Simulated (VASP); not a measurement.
# GaN (I4/mmm) in VASP: a series of runs

The runs below take GaN through single point, with r2SCAN.

Program: VASP 6.6.1. These are calculated values, not measurements. Logs are shortened: lines on timing, memory, paths and dates and some standing lists are left out, and cuts for length are marked.

## 1. The cell of the first run

Symmetry: I4/mmm, No. 139, tetragonal system. Conventional cell: a = 2.952 Å, b = 2.952 Å, c = 4.260 Å, α = 90.00°, β = 90.00°, γ = 90.00°. Ga (site symmetry 4/mmm) has 6 N at 2.09 to 2.13 Å within 2.8 Å. Within 2.8 Å of N (site symmetry 4/mmm) lie 6 Ga at 2.09 to 2.13 Å.

## 2. Single point, r2SCAN, non-collinear spin, zero start, spin-orbit coupling (epitaxial xy strain -1.0%)

The input, POSCAR:

```
GaN
1.0
    0.0000000000      2.0874300820      2.1300713253
    2.0874300820      0.0000000000      2.1300713253
    2.0874300820      2.0874300820      0.0000000000
Ga N
1 1
Direct
    0.0000000000      0.0000000000      0.0000000000
    0.5000000000      0.5000000000      0.5000000000
```

The input, INCAR.step1:

```
PREC     = Accurate       # precision mode
ENCUT    = 520            # plane-wave cutoff, eV
ISMEAR   = -1             # smearing method
SIGMA    = 0.02           # smearing width, eV
LREAL    = False          # projectors in reciprocal space
LASPH    = True           # aspherical terms in the spheres
NELM     = 150            # most SCF steps
MAGMOM   = 0 0 0 0 0 0    # initial moments
LSORBIT  = True           # spin-orbit coupling
GGA_COMPAT= False        
NBANDS   = 30             # bands
GGA      = PE             # functional
ALGO     = Normal         # electronic algorithm
EDIFF    = 1E-4           # SCF threshold, eV
LWAVE    = True           # write WAVECAR
LCHARG   = False          # write CHGCAR
```

The input, INCAR.step2:

```
PREC     = Accurate       # precision mode
ENCUT    = 520            # plane-wave cutoff, eV
EDIFF    = 1E-7           # SCF threshold, eV
ISMEAR   = -1             # smearing method
SIGMA    = 0.02           # smearing width, eV
LREAL    = False          # projectors in reciprocal space
LASPH    = True           # aspherical terms in the spheres
NELM     = 150            # most SCF steps
ALGO     = Normal         # electronic algorithm
ISIF     = 2              # what is computed and relaxed
LWAVE    = False          # write WAVECAR
LCHARG   = False          # write CHGCAR
MAGMOM   = 0 0 0 0 0 0    # initial moments
LORBIT   = 11             # projections on sites
LSORBIT  = True           # spin-orbit coupling
GGA_COMPAT= False        
LORBMOM  = True         
METAGGA  = R2SCAN         # meta-GGA
LMIXTAU  = True         
NBANDS   = 30             # bands
ISTART   = 1
```

The input, KPOINTS:

```
regular mesh
0
Gamma
  10 10 10
```

Potentials or basis: VASP PAW PBE potentials, release 64 (Ga_d, N).

Started as:

```console
$ cat potpaw_PBE.64/Ga_d/POTCAR potpaw_PBE.64/N/POTCAR > POTCAR
$ cp INCAR.step1 INCAR
$ mpirun -np 1 vasp_ncl > vasp.out
$ cp INCAR.step2 INCAR
$ mpirun -np 1 vasp_ncl > vasp.out
```

OUTCAR:

```text
PREC = Accurate
   ENCUT = 520
   EDIFF = 1E-7
   ISMEAR = -1
   LREAL = False
   LASPH = True
   NELM = 150
   ISIF = 2
   LORBIT = 11
   LSORBIT = True
   METAGGA = R2SCAN
   ISTART = 1

 ion  position               nearest neighbor table
   1  0.000  0.000  0.000-   2 2.09   2 2.09   2 2.09   2 2.09   2 2.13   2 2.13
   2  0.500  0.500  0.500-   1 2.09   1 2.09   1 2.09   1 2.09   1 2.13   1 2.13

  LATTYP: Found a body centered tetragonal cell.
 ALAT       =     2.9520719325
 C/A-ratio  =     1.4431025897

  Lattice vectors:

 A1 = (  -2.0874300820,   0.0000000000,   2.1300713253)
 A2 = (   2.0874300820,   0.0000000000,   2.1300713253)
 A3 = (   0.0000000000,   2.0874300820,  -2.1300713253)

Analysis of symmetry for initial positions (statically):
=====================================================================
 Subroutine PRICEL returns:
 Original cell was already a primitive cell.

 Routine SETGRP: Setting up the symmetry group for a
 body centered tetragonal supercell.

 Subroutine GETGRP returns: Found 16 space group operations
 (whereof 16 operations were pure point group operations)
 out of a pool of 16 trial point group operations.

The static configuration has the point symmetry D_4h.

Analysis of symmetry for dynamics (positions and initial velocities):
=====================================================================
 Subroutine PRICEL returns:
 Original cell was already a primitive cell.

 Routine SETGRP: Setting up the symmetry group for a
 body centered tetragonal supercell.

 Subroutine GETGRP returns: Found 16 space group operations
 (whereof 16 operations were pure point group operations)
 out of a pool of 16 trial point group operations.

The dynamic configuration has the point symmetry D_4h.

Analysis of structural, dynamic, and magnetic symmetry:
=====================================================================
 Subroutine PRICEL returns:
 Original cell was already a primitive cell.

 Routine SETGRP: Setting up the symmetry group for a
 body centered tetragonal supercell.

 Subroutine GETGRP returns: Found 16 space group operations
 (whereof 16 operations were pure point group operations)
 out of a pool of 16 trial point group operations.

The overall configuration has the point symmetry D_4h.

 Subroutine INISYM returns: Found 16 space group operations
 (whereof 16 operations are pure point group operations),
 and found     1 'primitive' translations

----------------------------------------------------------------------------------------

                                     Primitive cell

  volume of cell :      18.5630

  direct lattice vectors                    reciprocal lattice vectors
     0.000000000  2.087430082  2.130071325    -0.239528981  0.239528981  0.234733924
     2.087430082  0.000000000  2.130071325     0.239528981 -0.239528981  0.234733924
     2.087430082  2.087430082  0.000000000     0.239528981  0.239528981 -0.234733924

  length of vectors
     2.982376267  2.982376267  2.952071932     0.412126534  0.412126534  0.412126534

  position of ions in fractional coordinates (direct lattice)
     0.000000000  0.000000000  0.000000000
     0.500000000  0.500000000  0.500000000

  ion indices of the primitive-cell ions
   primitive index   ion index
                 1           1
                 2           2

----------------------------------------------------------------------------------------

 KPOINTS: regular mesh

Automatic generation of k-mesh.
 Grid dimensions read from file:
 generate k-points for:   10   10   10

 Generating k-lattice:

  Cartesian coordinates                     Fractional coordinates (reciprocal lattice)
    -0.023952898  0.023952898  0.023473392     0.100000000 -0.000000000  0.000000000
     0.023952898 -0.023952898  0.023473392    -0.000000000  0.100000000  0.000000000
     0.023952898  0.023952898 -0.023473392     0.000000000  0.000000000  0.100000000

  Length of vectors
     0.041212653  0.041212653  0.041212653

  Shift w.r.t. Gamma in fractional coordinates (k-lattice)
     0.000000000  0.000000000  0.000000000

 Subroutine IBZKPT returns following result:
[... 92 lines left out ...]
  ext. energy  EPLUGINS =         0.00000000
  ---------------------------------------------------
  free energy    TOTEN  =       -20.97394952 eV

  energy without entropy =      -20.97394952  energy(sigma->0) =      -20.97394952

 E-fermi :   8.4111     XC(G=0): -14.2827

 val. band max:        7.8910275978   @ k =  -0.2000   0.2000   0.0000
 cond. band min:       9.0233580724   @ k =   0.5000   0.0000   0.5000
 fundamental gap:      1.1323304746
 Fermi energy:         8.4110759930

 k-point     1 :       0.0000    0.0000    0.0000
  band No.  band energies     occupation
      1     -10.3697      1.00000
      2     -10.3697      1.00000
      3      -6.7588      1.00000
      4      -6.7588      1.00000
      5      -6.7538      1.00000
      6      -6.7538      1.00000
[... 781 lines left out ...]
     29      34.0987      0.00000
     30      34.0987      0.00000

 [... further k-points ...]

------------------------ aborting loop because EDIFF is reached ----------------------------------------

  FORCE on cell =-STRESS in cart. coord.  units (eV):
  Direction    XX          YY          ZZ          XY          YZ          ZX
  --------------------------------------------------------------------------------------
  -------------------------------------------------------------------------------------
  Total        0.6329281      0.6329281      0.1346058      0.0000000      0.0000000     -0.0000000
  in kB       54.6282030     54.6282030     11.6178649      0.0000000      0.0000000     -0.0000000
  external PRESSURE =      40.2914236 kB  Pullay stress =       0.0000000 kB

 VOLUME and BASIS-vectors are now :
 -----------------------------------------------------------------------------
  energy-cutoff  :      520.00
  volume of cell :       18.56
      direct lattice vectors                 reciprocal lattice vectors
     0.000000000  2.087430082  2.130071325    -0.239528981  0.239528981  0.234733924
     2.087430082  0.000000000  2.130071325     0.239528981 -0.239528981  0.234733924
     2.087430082  2.087430082  0.000000000     0.239528981  0.239528981 -0.234733924

 POSITION                                       TOTAL-FORCE (eV/Angst)
 -----------------------------------------------------------------------------------
      0.00000      0.00000      0.00000        -0.000000     -0.000000     -0.000000
      2.08743      2.08743      2.13007         0.000000      0.000000      0.000000
 -----------------------------------------------------------------------------------
    total drift:                                0.000000     -0.000000     -0.000000

  FREE ENERGIE OF THE ION-ELECTRON SYSTEM (eV)
  ---------------------------------------------------
  free  energy   TOTEN  =       -20.9739495156 eV

  energy  without entropy=      -20.9739495156  energy(sigma->0) =      -20.97394952

 orbital moment (x)

 # of ion     p       d       tot
 ----------------------------------------
  1         0.000  -0.000  -0.000
  2         0.000   0.000   0.000
 ----------------------------------------
            0.000  -0.000  -0.000

 orbital moment (y)

 # of ion     p       d       tot
 ----------------------------------------
  1        -0.000  -0.000  -0.000
  2        -0.000   0.000  -0.000
 ----------------------------------------
           -0.000  -0.000  -0.000

 orbital moment (z)

 # of ion     p       d       tot
 ----------------------------------------
  1        -0.000   0.000  -0.000
  2        -0.000   0.000  -0.000
 ----------------------------------------
           -0.000   0.000  -0.000

 Spin-Orbit-Coupling matrix elements

 Ion:    1  E_soc:     -0.0090857
 l=   1
     0.0000000    -0.0007690    -0.0007881
    -0.0007690     0.0000000    -0.0007690
    -0.0007881    -0.0007690     0.0000000
 l=   2
     0.0000000    -0.0001562     0.0000000    -0.0001562    -0.0005814
    -0.0001562     0.0000000    -0.0004380    -0.0001563    -0.0001453
     0.0000000    -0.0004380     0.0000000    -0.0004380     0.0000000
    -0.0001562    -0.0001563    -0.0004380     0.0000000    -0.0001453
    -0.0005814    -0.0001453     0.0000000    -0.0001453     0.0000000
 l=   3
     0.0000000     0.0000000     0.0000000     0.0000000     0.0000000     0.0000000     0.0000000
     0.0000000     0.0000000     0.0000000     0.0000000     0.0000000     0.0000000     0.0000000
     0.0000000     0.0000000     0.0000000     0.0000000     0.0000000     0.0000000     0.0000000
     0.0000000     0.0000000     0.0000000     0.0000000     0.0000000     0.0000000     0.0000000
     0.0000000     0.0000000     0.0000000     0.0000000     0.0000000     0.0000000     0.0000000
     0.0000000     0.0000000     0.0000000     0.0000000     0.0000000     0.0000000     0.0000000
     0.0000000     0.0000000     0.0000000     0.0000000     0.0000000     0.0000000     0.0000000

 Ion:    2  E_soc:     -0.0000743
 l=   1
     0.0000000    -0.0000125    -0.0000122
    -0.0000125     0.0000000    -0.0000125
    -0.0000122    -0.0000125     0.0000000
 l=   2
     0.0000000     0.0000000     0.0000000     0.0000000     0.0000000
     0.0000000     0.0000000     0.0000000     0.0000000     0.0000000
     0.0000000     0.0000000     0.0000000     0.0000000     0.0000000
     0.0000000     0.0000000     0.0000000     0.0000000     0.0000000
     0.0000000     0.0000000     0.0000000     0.0000000     0.0000000
 l=   3
     0.0000000     0.0000000     0.0000000     0.0000000     0.0000000     0.0000000     0.0000000
     0.0000000     0.0000000     0.0000000     0.0000000     0.0000000     0.0000000     0.0000000
     0.0000000     0.0000000     0.0000000     0.0000000     0.0000000     0.0000000     0.0000000
     0.0000000     0.0000000     0.0000000     0.0000000     0.0000000     0.0000000     0.0000000
     0.0000000     0.0000000     0.0000000     0.0000000     0.0000000     0.0000000     0.0000000
     0.0000000     0.0000000     0.0000000     0.0000000     0.0000000     0.0000000     0.0000000
     0.0000000     0.0000000     0.0000000     0.0000000     0.0000000     0.0000000     0.0000000

 total charge

# of ion       s       p       d       tot
------------------------------------------
    1        0.677   0.734  10.220  11.631
    2        1.246   2.541   0.000   3.788
--------------------------------------------------
tot          1.924   3.275  10.220  15.419

 magnetization (x)

# of ion       s       p       d       tot
------------------------------------------
    1        0.000  -0.000  -0.000  -0.000
    2       -0.000  -0.000   0.000  -0.000
--------------------------------------------------
tot          0.000  -0.000  -0.000  -0.000

 magnetization (y)

# of ion       s       p       d       tot
------------------------------------------
    1       -0.000   0.000   0.000   0.000
    2        0.000   0.000   0.000   0.000
--------------------------------------------------
tot          0.000   0.000   0.000   0.000

 magnetization (z)

# of ion       s       p       d       tot
------------------------------------------
    1        0.000  -0.000   0.000  -0.000
    2       -0.000   0.000   0.000  -0.000
--------------------------------------------------
tot         -0.000  -0.000   0.000  -0.000
```

It took 14 min on 1 thread of Intel Xeon 8259CL, shared host; peak memory 0.28 GiB.

What came out:

- Free energy: -20.9739 eV
- Pressure: 4.0 GPa
- Net moment: 0.00 μB per cell
- Valence electrons inside the program's atomic spheres: Ga 11.63; N 3.79

Moments on the atoms (μB; x, y, z):
```
Ga  0.00 0.00 0.00
N   0.00 0.00 0.00
```

Caveat: the cell differs from its parent crystal (epitaxial xy strain -1.0%); the cell stands under pressure; the PAW data sets were made with another functional, which shifts forces and pressure a little.

## 3. Single point, r2SCAN, non-collinear spin, zero start, spin-orbit coupling (epitaxial xy strain +1.0%)

The input, POSCAR:

```
GaN
1.0
    0.0000000000      2.1296003866      2.0885085120
    2.1296003866      0.0000000000      2.0885085120
    2.1296003866      2.1296003866      0.0000000000
Ga N
1 1
Direct
    0.0000000000      0.0000000000      0.0000000000
    0.5000000000      0.5000000000      0.5000000000
```

The input, INCAR.step1:

```
ALGO = Normal
EDIFF = 1E-4
ENCUT = 520
GGA = PE
GGA_COMPAT = False
ISMEAR = -1
LASPH = True
LCHARG = False
LREAL = False
LSORBIT = True
LWAVE = True
MAGMOM = 0 0 0 0 0 0
NBANDS = 30
NELM = 150
PREC = Accurate
SIGMA = 0.02
```

The input, INCAR.step2:

```
ALGO = Normal
EDIFF = 1E-6
ENCUT = 520
GGA_COMPAT = False
ISIF = 2
ISMEAR = -1
ISTART = 1
LASPH = True
LCHARG = True
LMIXTAU = True
LORBIT = 11
LORBMOM = True
LREAL = False
LSORBIT = True
LVHAR = True
LWAVE = False
MAGMOM = 0 0 0 0 0 0
METAGGA = R2SCAN
NBANDS = 30
NELM = 150
PREC = Accurate
SIGMA = 0.02
```

The input, KPOINTS:

```
k-points
0
Gamma
  10 10 10
```

Potentials or basis: VASP PAW PBE potentials, release 64 (Ga_d, N).

Started as:

```console
$ cat potpaw_PBE.64/Ga_d/POTCAR potpaw_PBE.64/N/POTCAR > POTCAR
$ cp INCAR.step1 INCAR
$ mpirun -np 1 vasp_ncl > vasp.out
$ cp INCAR.step2 INCAR
$ mpirun -np 1 vasp_ncl > vasp.out
```

It took 13 min on 1 thread of Intel Xeon 8259CL, shared host; peak memory 0.28 GiB.

Results (log left out):

* Free energy: -20.9777 eV
* Pressure: -1.1 GPa
* Net moment: 0.00 μB per cell
* Valence electrons inside the program's atomic spheres: Ga 11.59; N 3.77

Stress tensor (GPa, compression positive):
```
-2.32  0.00  0.00
 0.00 -2.32  0.00
 0.00  0.00  1.40
```

Moments on the atoms (μB; x, y, z):
```
Ga  0.00 0.00 0.00
N   0.00 0.00 0.00
```

Caveat: the cell differs from its parent crystal (epitaxial xy strain +1.0%); the PAW data sets were made with another functional, which shifts forces and pressure a little.

## 4. Single point, r2SCAN, non-collinear spin, zero start, spin-orbit coupling (epitaxial xy strain +2.0%)

The input, POSCAR:

```
GaN
1.0
    0.0000000000      2.1506855390      2.0694121834
    2.1506855390      0.0000000000      2.0694121834
    2.1506855390      2.1506855390      0.0000000000
Ga N
1 1
Direct
    0.0000000000      0.0000000000      0.0000000000
    0.5000000000      0.5000000000      0.5000000000
```

The input, INCAR.step1:

```
SYSTEM = GaN
PREC = Accurate
ENCUT = 520
ISMEAR = -1
SIGMA = 0.02
LREAL = .False.
LASPH = .True.
NELM = 150
MAGMOM = 0 0 0 0 0 0
LSORBIT = .True.
GGA_COMPAT = .False.
NBANDS = 30
GGA = PE
ALGO = Normal
EDIFF = 1E-4
LWAVE = .True.
LCHARG = .False.
```

The input, INCAR.step2:

```
SYSTEM = GaN
PREC = Accurate
ENCUT = 520
EDIFF = 1E-6
ISMEAR = -1
SIGMA = 0.02
LREAL = .False.
LASPH = .True.
NELM = 150
ALGO = Normal
ISIF = 2
LWAVE = .False.
LCHARG = .False.
MAGMOM = 0 0 0 0 0 0
LORBIT = 11
LSORBIT = .True.
GGA_COMPAT = .False.
LORBMOM = .True.
METAGGA = R2SCAN
LMIXTAU = .True.
NBANDS = 30
ISTART = 1
```

The input, KPOINTS:

```
regular mesh
0
Gamma
  10 10 10
  0 0 0
```

Started as:

```console
$ cat potpaw_PBE.64/Ga_d/POTCAR potpaw_PBE.64/N/POTCAR > POTCAR
$ cp INCAR.step1 INCAR
$ mpirun -np 1 vasp_ncl > vasp.out
$ cp INCAR.step2 INCAR
$ mpirun -np 1 vasp_ncl > vasp.out
```

Run time: 12 min. Hardware: 1 thread of Intel Xeon 8259CL, shared host; peak memory 0.28 GiB.

It converged, with:

* Free energy: -20.9669 eV
* Pressure: -3.1 GPa
* Net moment: 0.00 μB per cell
* Valence electrons inside the program's atomic spheres: Ga 11.58; N 3.76

Stress tensor (GPa, compression positive):
```
-5.46  0.00  0.00
 0.00 -5.46  0.00
 0.00  0.00  1.48
```

Moments on the atoms (μB; x, y, z):
```
Ga  0.00 0.00 0.00
N   0.00 0.00 0.00
```

Caveat: the cell differs from its parent crystal (epitaxial xy strain +2.0%); the cell stands under tension; the PAW data sets were made with another functional, which shifts forces and pressure a little.

## 5. Overview

```tsv
cell	pressure (GPa)	moment (μB)
a = 2.982, b = 2.982, c = 2.952 Å, angles 60.3, 60.3, 59.3°, 2 atoms	4.0	0.00
a = 2.983, b = 2.983, c = 3.012 Å, angles 59.7, 59.7, 60.6°, 2 atoms	-1.1	0.00
a = 2.985, b = 2.985, c = 3.042 Å, angles 59.4, 59.4, 61.3°, 2 atoms	-3.1	0.00
```

Alike in all rows: task single point; level r2SCAN; potentials or basis VASP PAW PBE potentials, release 64 (Ga_d, N); spin non-collinear, zero start, SOC; k mesh 10 × 10 × 10; cutoff (eV) 520; smearing fermi-dirac 0.02 eV.

Caveats: the PAW data sets were made with another functional, which shifts forces and pressure a little; the cell stands under pressure (at least some runs); the cell stands under tension (at least some runs).

Absolute energies hang on the potentials; compare differences alone.
